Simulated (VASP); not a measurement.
# Pt (Fm-3m) in VASP: settings compared, part 2 of 2

VASP 6.6.1. Earlier steps stand in the parts before.

### 3 Single point, PBE (volume scaled by 0.98)

INCAR reads:

```
SYSTEM = Pt
ALGO = Normal
EDIFF = 1E-6
ENCUT = 520
GGA = PE
ISIF = 2
ISMEAR = -1
LASPH = .True.
LCHARG = .False.
LREAL = .False.
LWAVE = .False.
NBANDS = 11
NELM = 60
PREC = Accurate
SIGMA = 0.03
```

KPOINTS reads:

```
k-points
0
Gamma
  18 18 18
  0 0 0
```

POSCAR reads:

```
Pt
1.0
    0.0000000000      1.9447593356      1.9447593356
    1.9447593356      0.0000000000      1.9447593356
    1.9447593356      1.9447593356      0.0000000000
Pt
1
Direct
    0.0000000000      0.0000000000      0.0000000000
```

Potentials or basis: VASP PAW PBE potentials, release 64 (Pt).

Command:

```
$ cat potpaw_PBE.64/Pt/POTCAR > POTCAR
$ mpirun -np 1 vasp_std > vasp.out
```

OUTCAR:

```text
SYSTEM = Pt
   EDIFF = 1E-6
   ENCUT = 520
   GGA = PE
   ISIF = 2
   ISMEAR = -1
   LASPH = .True.
   LREAL = .False.
   NELM = 60
   PREC = Accurate

 ion  position               nearest neighbor table
   1  0.000  0.000  0.000-

  LATTYP: Found a face centered cubic cell.
 ALAT       =     3.8895186712

  Lattice vectors:

 A1 = (   0.0000000000,   1.9447593356,   1.9447593356)
 A2 = (   1.9447593356,   0.0000000000,   1.9447593356)
 A3 = (   1.9447593356,   1.9447593356,   0.0000000000)

Analysis of symmetry for initial positions (statically):
=====================================================================
 Subroutine PRICEL returns:
 Original cell was already a primitive cell.

 Routine SETGRP: Setting up the symmetry group for a
 face centered cubic supercell.

 Subroutine GETGRP returns: Found 48 space group operations
 (whereof 48 operations were pure point group operations)
 out of a pool of 48 trial point group operations.

The static configuration has the point symmetry O_h .

Analysis of symmetry for dynamics (positions and initial velocities):
=====================================================================
 Subroutine PRICEL returns:
 Original cell was already a primitive cell.

 Routine SETGRP: Setting up the symmetry group for a
 face centered cubic supercell.

 Subroutine GETGRP returns: Found 48 space group operations
 (whereof 48 operations were pure point group operations)
 out of a pool of 48 trial point group operations.

The dynamic configuration has the point symmetry O_h .

 Subroutine INISYM returns: Found 48 space group operations
 (whereof 48 operations are pure point group operations),
 and found     1 'primitive' translations

----------------------------------------------------------------------------------------

                                     Primitive cell
[... 112 lines left out ...]
  Thomas-Fermi vector in A             =   2.558311
   LORBIT       =      0    0 simple, 1 ext, 2 COOP (PROOUT), +10 PAW based schemes
   GGA     = PE    functional components
   LHFCALC =     F    Hartree Fock is set to
   AEXX    =    0.0000 exact exchange contribution
   IVDW    =     0    specifies the selected vdW correction
   LEPSILON=     F    determine dielectric tensor
   LRPA    =     F    only Hartree local field effects (RPA)
 non-spin polarized calculation
  energy-cutoff  :      520.00
  volume of cell :       14.71
 maximum number of plane-waves:       411
   NGX = 11   NGY = 11   NGZ = 11

 number of electron      10.0000000 magnetization

 Free energy of the ion-electron system (eV)
  ---------------------------------------------------
  ext. energy  EPLUGINS =         0.00000000
  ---------------------------------------------------
  free energy    TOTEN  =        -6.05100831 eV

  energy without entropy =       -6.04482237  energy(sigma->0) =       -6.04791534

 E-fermi :  11.7552     XC(G=0): -13.6410

 val. band max:       11.7526560924   @ k =  -0.3889   0.3889   0.1667
 cond. band min:      11.7568732521   @ k =  -0.3333   0.3889   0.1111
 fundamental gap:      0.0042171597
 Fermi energy:        11.7551866013

 k-point     1 :       0.0000    0.0000    0.0000
  band No.  band energies     occupation
      1       1.2506      2.00000
      2       7.8052      2.00000
      3       7.8052      2.00000
      4       7.8052      2.00000
      5      10.0504      2.00000
      6      10.0504      2.00000
      7      26.3158      0.00000
      8      31.4239      0.00000
      9      31.4239      0.00000
     10      31.4239      0.00000
     11      36.8606      0.00000
[... 309 lines left out ...]
 k-point    24 :      -0.2222    0.0556    0.0000
  band No.  band energies     occupation
      1       3.3367      2.00000
      2       7.2930      2.00000
      3       8.2098      2.00000
      4       8.2802      2.00000
      5       9.8427      2.00000
      6      10.5548      2.00000
      7      25.5736      0.00000
      8      28.3549      0.00000
      9      33.0814      0.00000
     10      34.4322      0.00000
     11      35.6875      0.00000

 [... further k-points ...]

------------------------ aborting loop because EDIFF is reached ----------------------------------------

  FORCE on cell =-STRESS in cart. coord.  units (eV):
  Direction    XX          YY          ZZ          XY          YZ          ZX
  --------------------------------------------------------------------------------------
  -------------------------------------------------------------------------------------
  Total        1.5998760      1.5998760      1.5998760      0.0000000     -0.0000000      0.0000000
  in kB      174.2486031    174.2486031    174.2486031      0.0000000     -0.0000000      0.0000000
  external PRESSURE =     174.2486031 kB  Pullay stress =       0.0000000 kB

 VOLUME and BASIS-vectors are now :
 -----------------------------------------------------------------------------
  energy-cutoff  :      520.00
  volume of cell :       14.71
      direct lattice vectors                 reciprocal lattice vectors
     0.000000000  1.944759336  1.944759336    -0.257101221  0.257101221  0.257101221
     1.944759336  0.000000000  1.944759336     0.257101221 -0.257101221  0.257101221
     1.944759336  1.944759336  0.000000000     0.257101221  0.257101221 -0.257101221

 POSITION                                       TOTAL-FORCE (eV/Angst)
 -----------------------------------------------------------------------------------
      0.00000      0.00000      0.00000         0.000000     -0.000000      0.000000
 -----------------------------------------------------------------------------------
    total drift:                               -0.000000     -0.000000     -0.000000

  FREE ENERGIE OF THE ION-ELECTRON SYSTEM (eV)
  ---------------------------------------------------
  free  energy   TOTEN  =        -6.0510083078 eV

  energy  without entropy=       -6.0448223708  energy(sigma->0) =       -6.04791534
```

It took 20 s on 1 thread of AMD EPYC 9R45 (Zen 5), shared host; peak memory 0.12 GiB.

What came out:

* Free energy: -6.0510 eV
* Pressure: 17.4 GPa
* Band gap on the k mesh: zero (band 5 reaches 12.27 eV, above the bottom of band 6 at 9.94 eV)

Levels at points of the mesh, in eV from the Fermi level:
| k point | band 1 | band 2 | band 3 | band 4 | band 5 | band 6 | band 7 | band 8 | band 9 | band 10 |
| --- | --- | --- | --- | --- | --- | --- | --- | --- | --- | --- |
| (0.00, 0.00, 0.00) | -10.50 | -3.95 | -3.95 | -3.95 | -1.70 | -1.70 | 14.56 | 19.67 | 19.67 | 19.67 |
| (0.50, 0.00, 0.00) | -7.60 | -4.02 | -4.02 | -0.58 | 0.04 | 0.04 | 6.03 | 14.14 | 19.15 | 19.15 |
| (0.50, 0.50, 0.00) | -7.36 | -6.89 | 0.00 | 0.51 | 0.51 | 1.73 | 9.15 | 11.47 | 11.47 | 20.46 |

Caveat: the cell differs from its parent crystal (volume scaled by 0.98); spin-orbit coupling is left out, which moves the levels of the heavy elements.

### 4 Single point, PBE (volume scaled by 1.02)

INCAR reads:

```
SYSTEM = Pt
  PREC = Accurate
  ENCUT = 520
  EDIFF = 1E-6
  ISMEAR = -1
  SIGMA = 0.03
  LREAL = .FALSE.
  LASPH = .TRUE.
  NELM = 100
  ALGO = Normal
  ISIF = 2
  LWAVE = .FALSE.
  LCHARG = .TRUE.
  GGA = PE
  LELF = .TRUE.
  LVHAR = .TRUE.
  NBANDS = 11
```

KPOINTS reads:

```
regular mesh
0
G
  18 18 18
  0 0 0
```

POSCAR reads:

```
Pt
1.0
    0.0000000000      1.9708666030      1.9708666030
    1.9708666030      0.0000000000      1.9708666030
    1.9708666030      1.9708666030      0.0000000000
Pt
1
Direct
    0.0000000000      0.0000000000      0.0000000000
```

Command:

```
$ cat potpaw_PBE.64/Pt/POTCAR > POTCAR
$ mpirun -np 1 vasp_std > vasp.out
```

Run time: 31 s. Hardware: 1 thread of AMD EPYC 9R45 (Zen 5), shared host; peak memory 0.13 GiB.

It converged, with:

| Quantity | Value |
| --- | --- |
| Free energy | -6.0928 eV |
| Pressure | 5.1 GPa |
| Band gap on the k mesh | zero (band 5 reaches 11.45 eV, above the bottom of band 6 at 9.28 eV) |

Levels at points of the mesh, in eV from the Fermi level:
| k point | band 3 | band 4 | band 5 | band 6 | band 7 | band 8 |
| --- | --- | --- | --- | --- | --- | --- |
| (0.00, 0.00, 0.00) | -3.70 | -3.70 | -1.60 | -1.60 | 14.68 | 19.56 |
| (0.50, 0.00, 0.00) | -3.76 | -0.41 | 0.03 | 0.03 | 5.72 | 14.24 |
| (0.50, 0.50, 0.00) | 0.00 | 0.47 | 0.47 | 1.81 | 8.72 | 11.35 |

Caveat: the cell differs from its parent crystal (volume scaled by 1.02); spin-orbit coupling is left out, which moves the levels of the heavy elements.

### 5 Single point, PBE (volume scaled by 1.06)

INCAR reads:

```
ALGO = Normal
EDIFF = 1E-7
ENCUT = 520
GGA = PE
ISIF = 2
ISMEAR = -1
LASPH = T
LCHARG = T
LELF = T
LREAL = F
LVHAR = T
LWAVE = F
NBANDS = 11
NELM = 80
PREC = Accurate
SIGMA = 0.03
```

KPOINTS reads:

```
k-points
0
Gamma
  18 18 18
```

POSCAR reads:

```
Pt
1.0
    0.0000000000      1.9962999450      1.9962999450
    1.9962999450      0.0000000000      1.9962999450
    1.9962999450      1.9962999450      0.0000000000
Pt
1
Direct
    0.0000000000      0.0000000000      0.0000000000
```

Command:

```
$ cat potpaw_PBE.64/Pt/POTCAR > POTCAR
$ mpirun -np 1 vasp_std > vasp.out
```

Wall time 36 s (1 thread of AMD EPYC 9R45 (Zen 5), shared host); peak memory 0.14 GiB.

Results (log left out):

* Free energy: -6.0936 eV
* Pressure: -4.5 GPa
* Band gap on the k mesh: zero (band 5 reaches 10.70 eV, above the bottom of band 6 at 8.67 eV)

Levels at points of the mesh, in eV from the Fermi level:
```tsv
k point	band 1	band 2	band 3	band 4	band 5	band 6	band 7	band 8	band 9	band 10
(0.00, 0.00, 0.00)	-9.63	-3.47	-3.47	-3.47	-1.50	-1.50	14.77	19.44	19.44	19.44
(0.50, 0.00, 0.00)	-6.78	-3.53	-3.53	-0.25	0.03	0.03	5.44	14.32	18.61	18.61
(0.50, 0.50, 0.00)	-6.50	-6.08	-0.01	0.44	0.44	1.89	8.31	11.22	11.22	19.50
```

Caveat: the cell differs from its parent crystal (volume scaled by 1.06); spin-orbit coupling is left out, which moves the levels of the heavy elements.

### 6 Single point, LDA

This run uses another cell than the first one, of 15.01 Å³/atom, 1.063 times its volume.

INCAR reads:

```
PREC     = Accurate       # precision mode
ENCUT    = 520            # plane-wave cutoff, eV
EDIFF    = 1E-7           # SCF threshold, eV
ISMEAR   = -1             # smearing method
SIGMA    = 0.03           # smearing width, eV
LREAL    = False          # projectors in reciprocal space
LASPH    = True           # aspherical terms in the spheres
NELM     = 60             # most SCF steps
ALGO     = Normal         # electronic algorithm
ISIF     = 2              # what is computed and relaxed
LWAVE    = False          # write WAVECAR
LCHARG   = False          # write CHGCAR
GGA      = CA             # functional
NBANDS   = 11             # bands
```

KPOINTS reads:

```
Automatic mesh
0
Gamma
  18 18 18
```

POSCAR reads:

```
Pt
1.0
    0.0000000000      1.9579000000      1.9579000000
    1.9579000000      0.0000000000      1.9579000000
    1.9579000000      1.9579000000      0.0000000000
Pt
1
Direct
    0.0000000000      0.0000000000      0.0000000000
```

Potentials or basis: VASP PAW LDA potentials, release 64 (Pt).

Command:

```
$ cat potpaw_LDA.64/Pt/POTCAR > POTCAR
$ mpirun -np 1 vasp_std > vasp.out
```

Wall time 28 s (1 thread of AMD EPYC 7R13 (Zen 3), shared host); peak memory 0.13 GiB.

The run converged. Its results:

* Free energy: -7.5022 eV
* Pressure: -4.3 GPa
* Band gap on the k mesh: zero (band 5 reaches 11.73 eV, above the bottom of band 6 at 9.48 eV)

Levels at points of the mesh, in eV from the Fermi level:
```
           k point  band 2  band 3  band 4  band 5  band 6  band 7  band 8  band 9
(0.00, 0.00, 0.00)   -3.85   -3.85   -3.85   -1.64   -1.64   14.61   19.55   19.55
(0.50, 0.00, 0.00)   -3.90   -3.90   -0.50    0.04    0.04    5.86   14.18   18.92
(0.50, 0.50, 0.00)   -6.71    0.02    0.49    0.49    1.75    8.91   11.35   11.35
```

Caveat: spin-orbit coupling is left out, which moves the levels of the heavy elements.

### 7 Summary

```tsv
level	potentials or basis	cell	gap on the mesh (eV)	pressure (GPa)
PBE	VASP PAW PBE potentials, release 64 (Pt)	a = 2.713 Å, angles 60.0°, 1 atom	none	33.0
PBE	VASP PAW PBE potentials, release 64 (Pt)	a = 2.750 Å, angles 60.0°, 1 atom	none	17.4
PBE	VASP PAW PBE potentials, release 64 (Pt)	a = 2.787 Å, angles 60.0°, 1 atom	none	5.1
PBE	VASP PAW PBE potentials, release 64 (Pt)	a = 2.823 Å, angles 60.0°, 1 atom	none	-4.5
LDA	VASP PAW LDA potentials, release 64 (Pt)	a = 2.769 Å, angles 60.0°, 1 atom	none	-4.3
```

Alike in all rows: task single point; no spin polarisation; k mesh 18 × 18 × 18; cutoff (eV) 520; smearing fermi-dirac 0.03 eV.

Caveats: spin-orbit coupling is left out, which moves the levels of the heavy elements.

Absolute energies hang on the potentials; compare differences alone.
